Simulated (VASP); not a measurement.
# TiO2 (I4_1/amd) in VASP: single point with LDA

Aim: the single point of TiO2 with LDA.

Program: VASP 6.6.1. These are calculated values, not measurements. Logs are shortened: lines on timing, memory, paths and dates and some standing lists are left out, and cuts for length are marked.

## 1. The cell of the first run

Symmetry: I4_1/amd, No. 141, tetragonal system. The conventional cell has a = 3.898 Å, b = 3.898 Å, c = 9.229 Å, α = 90.00°, β = 90.00°, γ = 90.00°. Ti (site symmetry -4m2) has 6 O at 1.95 to 1.98 Å within 2.6 Å. O (site symmetry 2mm) has 3 Ti at 1.95 to 1.98 Å and 2 O at 2.51 Å within 2.6 Å.

## 2. Single point, LDA

Contents of INCAR:

```
PREC = Accurate
ENCUT = 520
EDIFF = 1E-6
ISMEAR = 0
SIGMA = 0.01
LREAL = False
LASPH = True
NELM = 60
ALGO = Normal
ISIF = 2
LWAVE = False
LCHARG = True
GGA = CA
LELF = True
LVHAR = True
NBANDS = 33
```

Contents of KPOINTS:

```
Automatic mesh
0
Gamma
  7 7 7
```

Contents of POSCAR:

```
TiO2
1.0
   -1.9488630000      1.9488630000      4.6145810000
    1.9488630000     -1.9488630000      4.6145810000
    1.9488630000      1.9488630000     -4.6145810000
Ti O
2 4
Direct
    0.0000000000      0.0000000000      0.0000000000
    0.7500000000      0.2500000000      0.5000000000
    0.2107782201      0.2107782201      0.0000000000
    0.9607782201      0.4607782201      0.5000000000
    0.5392217799      0.0392217799      0.5000000000
    0.7892217799      0.7892217799      0.0000000000
```

Potentials or basis: VASP PAW LDA potentials, release 64 (Ti_sv, O).

Run with:

```
$ cat potpaw_LDA.64/Ti_sv/POTCAR potpaw_LDA.64/O/POTCAR > POTCAR
$ mpirun -np 1 vasp_std > vasp.out
```

OUTCAR:

```text
PREC = Accurate
   ENCUT = 520
   EDIFF = 1E-6
   ISMEAR = 0
   LREAL = False
   LASPH = True
   NELM = 60
   ISIF = 2
   GGA = CA

 ion  position               nearest neighbor table
   1  0.000  0.000  0.000-   3 1.95   6 1.95   4 1.98   5 1.98   5 1.98   4 1.98
   2  0.750  0.250  0.500-   4 1.95   5 1.95   3 1.98   6 1.98   6 1.98   3 1.98
   3  0.211  0.211  0.000-   1 1.95   2 1.98   2 1.98
   4  0.961  0.461  0.500-   2 1.95   1 1.98   1 1.98
   5  0.539  0.039  0.500-   2 1.95   1 1.98   1 1.98
   6  0.789  0.789  0.000-   1 1.95   2 1.98   2 1.98

  LATTYP: Found a body centered tetragonal cell.
 ALAT       =     3.8977260000
 C/A-ratio  =     2.3678324233

  Lattice vectors:

 A1 = (  -1.9488630000,   1.9488630000,   4.6145810000)
 A2 = (   1.9488630000,  -1.9488630000,   4.6145810000)
 A3 = (   1.9488630000,   1.9488630000,  -4.6145810000)

Analysis of symmetry for initial positions (statically):
=====================================================================
 Subroutine PRICEL returns:
 Original cell was already a primitive cell.

 Routine SETGRP: Setting up the symmetry group for a
 body centered tetragonal supercell.

 Subroutine GETGRP returns: Found 16 space group operations
 (whereof  8 operations were pure point group operations)
 out of a pool of 16 trial point group operations.

The static configuration has the point symmetry D_2d.
 The point group associated with its full space group is D_4h.

Analysis of symmetry for dynamics (positions and initial velocities):
=====================================================================
 Subroutine PRICEL returns:
 Original cell was already a primitive cell.

 Routine SETGRP: Setting up the symmetry group for a
 body centered tetragonal supercell.

 Subroutine GETGRP returns: Found 16 space group operations
 (whereof  8 operations were pure point group operations)
 out of a pool of 16 trial point group operations.

The dynamic configuration has the point symmetry D_2d.
 The point group associated with its full space group is D_4h.

 Subroutine INISYM returns: Found 16 space group operations
 (whereof  8 operations are pure point group operations),
 and found     1 'primitive' translations

----------------------------------------------------------------------------------------

                                     Primitive cell

  volume of cell :      70.1060

  direct lattice vectors                    reciprocal lattice vectors
    -1.948863000  1.948863000  4.614581000     0.000000000  0.256559851  0.108352199
     1.948863000 -1.948863000  4.614581000     0.256559851  0.000000000  0.108352199
     1.948863000  1.948863000 -4.614581000     0.256559851  0.256559851  0.000000000

  length of vectors
     5.374987608  5.374987608  5.374987608     0.278501627  0.278501627  0.362830420

  position of ions in fractional coordinates (direct lattice)
     0.000000000  0.000000000  0.000000000
     0.750000000  0.250000000  0.500000000
     0.210778220  0.210778220  0.000000000
     0.960778220  0.460778220  0.500000000
     0.539221780  0.039221780  0.500000000
     0.789221780  0.789221780  0.000000000

  ion indices of the primitive-cell ions
   primitive index   ion index
                 1           1
                 2           2
                 3           3
                 4           4
                 5           5
                 6           6

----------------------------------------------------------------------------------------

 KPOINTS: Automatic mesh

Automatic generation of k-mesh.
 Grid dimensions read from file:
 generate k-points for:    7    7    7

 Generating k-lattice:

  Cartesian coordinates                     Fractional coordinates (reciprocal lattice)
     0.000000000  0.036651407  0.015478886     0.142857143  0.000000000  0.000000000
     0.036651407  0.000000000  0.015478886     0.000000000  0.142857143  0.000000000
     0.036651407  0.036651407  0.000000000     0.000000000  0.000000000  0.142857143

  Length of vectors
     0.039785947  0.039785947  0.051832917

  Shift w.r.t. Gamma in fractional coordinates (k-lattice)
     0.000000000  0.000000000  0.000000000

 Subroutine IBZKPT returns following result:
 ===========================================

 Found     40 irreducible k-points:

 Following reciprocal coordinates:
            Coordinates               Weight
  0.000000  0.000000  0.000000      1.000000
  0.142857  0.000000  0.000000      8.000000
  0.285714  0.000000 -0.000000      8.000000
  0.428571  0.000000 -0.000000      8.000000
  0.142857  0.142857  0.000000      8.000000
  0.285714  0.142857  0.000000     16.000000
[... 16 lines left out ...]
 -0.142857  0.285714  0.142857      8.000000
 -0.428571  0.428571  0.142857      8.000000
 [... further k-points ...]
   k-points           NKPTS =     40   k-points in BZ     NKDIM =     40   number of bands    NBANDS=     33
   number of dos      NEDOS =    301   number of ions     NIONS =      6
   total plane-waves  NPLWV =  64000
   dimension x,y,z NGX =    40 NGY =   40 NGZ =   40
   dimension x,y,z NGXF=    80 NGYF=   80 NGZF=   80
   ions per type =               2   4
   NGX,Y,Z   is equivalent  to a cutoff of  12.37, 12.37, 12.37 a.u.
   NGXF,Y,Z  is equivalent  to a cutoff of  24.74, 24.74, 24.74 a.u.
 SYSTEM =  unknown system
   PREC   = accura    normal or accurate (medium, high low for compatibility)
   ISTART =      0    job   : 0-new  1-cont  2-samecut
   ICHARG =      2    charge: 1-file 2-atom 10-const
   ISPIN  =      1    spin polarized calculation?
   LNONCOLLINEAR =      F non collinear calculations
   LSORBIT =      F    spin-orbit coupling
   LASPH  =      T    aspherical Exc in radial PAW
   ENCUT  =  520.0 eV  38.22 Ry    6.18 a.u.   9.99  9.99  9.99*2*pi/ulx,y,z
   NELM   =     60;   NELMIN=  2; NELMDL= -5     # of ELM steps
   EDIFF  = 0.1E-05   stopping-criterion for ELM
   LREAL  =      F    real-space projection
   EDIFFG = 0.1E-04   stopping-criterion for IOM
   NSW    =      0    number of steps for IOM
   IBRION =     -1    ionic relax: 0-MD 1-quasi-New 2-CG
   NFREE  =      0    steps in history (QN), initial steepest desc. (CG)
   ISIF   =      2    stress and relaxation
   ISYM   =      2    0-nonsym 1-usesym 2-fastsym
   POTIM  = 0.5000    time-step for ionic-motion
   TEBEG  =    0.0;   TEEND  =   0.0 temperature during run
   PSTRESS=    0.0 pullay stress
   NELECT =      48.0000    total number of electrons
   NUPDOWN=      -1.0000    fix difference up-down
   EMIN   =  10.00;   EMAX   =-10.00  energy-range for DOS
   EFERMI =   0.00;   METHOD = LEGACY
   ISMEAR =     0;   SIGMA  =   0.01  broadening in eV -4-tet -1-fermi 0-gaus
   EFERMI_NEDOS =   21; number of points for ismear=-14 and -15
   IALGO  =     38    algorithm
   IMIX   =      4    mixing-type and parameters
     AMIX     =   0.40;   BMIX     =  1.00
     AMIX_MAG =   1.60;   BMIX_MAG =  1.00
  volume/ion in A,a.u.               =      11.68        78.85
  Fermi-wavevector in a.u.,A,eV,Ry     =   1.442902  2.726690 28.326884  2.081967
  Thomas-Fermi vector in A             =   2.561370
   LORBIT       =      0    0 simple, 1 ext, 2 COOP (PROOUT), +10 PAW based schemes
   GGA     = CA    functional components
   LHFCALC =     F    Hartree Fock is set to
   AEXX    =    0.0000 exact exchange contribution
   IVDW    =     0    specifies the selected vdW correction
   LEPSILON=     F    determine dielectric tensor
   LRPA    =     F    only Hartree local field effects (RPA)
 non-spin polarized calculation
 Gauss-broadening in eV      SIGMA  =   0.01
  energy-cutoff  :      520.00
  volume of cell :       70.11
 maximum number of plane-waves:      1904
   NGX = 19   NGY = 19   NGZ = 19

 number of electron      48.0000007 magnetization

 Free energy of the ion-electron system (eV)
  ---------------------------------------------------
  ext. energy  EPLUGINS =         0.00000000
  ---------------------------------------------------
  free energy    TOTEN  =       -58.60157513 eV

  energy without entropy =      -58.60157513  energy(sigma->0) =      -58.60157513

 E-fermi :   2.9556     XC(G=0): -11.2057

 val. band max:        2.7945764460   @ k =  -0.4286   0.4286   0.0000
 cond. band min:       4.6082276079   @ k =   0.0000   0.0000   0.0000
 fundamental gap:      1.8136511619
 Fermi energy:         2.9555614292

 k-point     1 :       0.0000    0.0000    0.0000
  band No.  band energies     occupation
      1     -52.9942      2.00000
      2     -52.9260      2.00000
      3     -29.8572      2.00000
      4     -29.6081      2.00000
      5     -29.6081      2.00000
      6     -29.5231      2.00000
[... 25 lines left out ...]
     32       7.6088      0.00000
     33       8.2353      0.00000

 k-point     2 :       0.1429    0.0000    0.0000
  band No.  band energies     occupation
      1     -52.9914      2.00000
      2     -52.9283      2.00000
      3     -29.8518      2.00000
      4     -29.6319      2.00000
      5     -29.6104      2.00000
      6     -29.5295      2.00000
[... 25 lines left out ...]
     32       7.9244      0.00000
     33       8.4335      0.00000

 k-point     3 :       0.2857    0.0000   -0.0000
  band No.  band energies     occupation
      1     -52.9843      2.00000
      2     -52.9342      2.00000
      3     -29.8389      2.00000
      4     -29.6818      2.00000
      5     -29.6151      2.00000
      6     -29.5410      2.00000
[... 25 lines left out ...]
     32       8.1539      0.00000
     33       8.9592      0.00000

 k-point     4 :       0.4286    0.0000   -0.0000
  band No.  band energies     occupation
      1     -52.9770      2.00000
      2     -52.9405      2.00000
      3     -29.8263      2.00000
      4     -29.7223      2.00000
      5     -29.6184      2.00000
      6     -29.5456      2.00000
[... 673 lines left out ...]
     32       8.8282      0.00000
     33       9.5069      0.00000

 k-point    23 :      -0.1429    0.2857    0.1429
  band No.  band energies     occupation
      1     -52.9792      2.00000
      2     -52.9382      2.00000
      3     -29.8401      2.00000
      4     -29.7074      2.00000
      5     -29.6163      2.00000
      6     -29.5592      2.00000
[... 25 lines left out ...]
     32       8.2663      0.00000
     33       9.4452      0.00000

 k-point    24 :      -0.4286    0.4286    0.1429
  band No.  band energies     occupation
      1     -52.9646      2.00000
      2     -52.9510      2.00000
      3     -29.8122      2.00000
      4     -29.7667      2.00000
      5     -29.6257      2.00000
      6     -29.6048      2.00000
[... 25 lines left out ...]
     32       9.2527      0.00000
     33       9.6926      0.00000

 [... further k-points ...]

------------------------ aborting loop because EDIFF is reached ----------------------------------------

  FORCE on cell =-STRESS in cart. coord.  units (eV):
  Direction    XX          YY          ZZ          XY          YZ          ZX
  --------------------------------------------------------------------------------------
  -------------------------------------------------------------------------------------
  Total       -6.6243781     -6.6243781     -1.9782052      0.0000000      0.0000000      0.0000000
  in kB     -151.3912629   -151.3912629    -45.2092227      0.0000000      0.0000000      0.0000000
  external PRESSURE =    -115.9972495 kB  Pullay stress =       0.0000000 kB

 VOLUME and BASIS-vectors are now :
 -----------------------------------------------------------------------------
  energy-cutoff  :      520.00
  volume of cell :       70.11
      direct lattice vectors                 reciprocal lattice vectors
    -1.948863000  1.948863000  4.614581000     0.000000000  0.256559851  0.108352199
     1.948863000 -1.948863000  4.614581000     0.256559851  0.000000000  0.108352199
     1.948863000  1.948863000 -4.614581000     0.256559851  0.256559851  0.000000000

 POSITION                                       TOTAL-FORCE (eV/Angst)
 -----------------------------------------------------------------------------------
      0.00000      0.00000      0.00000         0.000000      0.000000      0.000000
      0.00000      1.94886      2.30729         0.000000      0.000000      0.000000
      0.00000      0.00000      1.94531         0.000000      0.000000      0.055853
      0.00000      1.94886      4.25260         0.000000      0.000000      0.055853
     -0.00000      1.94886      0.36198        -0.000000     -0.000000     -0.055853
      0.00000      0.00000      7.28386        -0.000000     -0.000000     -0.055853
 -----------------------------------------------------------------------------------
    total drift:                               -0.000000      0.000000     -0.000000

  FREE ENERGIE OF THE ION-ELECTRON SYSTEM (eV)
  ---------------------------------------------------
  free  energy   TOTEN  =       -58.6015751291 eV

  energy  without entropy=      -58.6015751291  energy(sigma->0) =      -58.60157513
```

Run time: 1.9 min. Hardware: 1 thread of Intel Xeon Platinum 8375C at 2.90GHz (Ice Lake), shared host; peak memory 0.23 GiB.

Results:

* Free energy: -58.6016 eV
* Pressure: -11.6 GPa
* Largest force: 0.056 eV/Å
* Band gap on the k mesh: 1.81 eV, indirect (least direct gap 2.22 eV)

Forces on the atoms (eV/Å):
```
Ti   0.000  0.000  0.000
Ti   0.000  0.000  0.000
O    0.000  0.000  0.056
O    0.000  0.000  0.056
O    0.000  0.000 -0.056
O    0.000  0.000 -0.056
```

Stress tensor (GPa, compression positive):
```
-15.14   0.00   0.00
  0.00 -15.14   0.00
  0.00   0.00  -4.52
```
